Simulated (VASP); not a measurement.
The system is LiH.

```
CELL_PARAMETERS angstrom
2.50166 0.00000 0.00000
0.00000 2.50166 0.00000
0.00000 0.00000 2.50166
ATOMIC_POSITIONS crystal
Li 0.00000 0.00000 0.00000
H 0.50000 0.50000 0.50000
```

Base run:

- Program: VASP 6.6.1
- Functional: PBE0
- Potentials or basis: VASP PAW PBE potentials, release 64 (Li_sv, H)
- Cutoff: 520 eV
- k mesh: 8 × 8 × 8
- Occupations: gaussian, width 0.01 eV
- Spin: no spin polarisation

Its results: band gap on the k mesh 2.16 eV, indirect (least direct gap 5.98 eV).

The run is repeated on the same cell with these changes: functional from PBE0 to HSE06. What comes out?

Band gap on the k mesh 1.43 eV, indirect (least direct gap 5.26 eV).

A k mesh can miss the band edges.
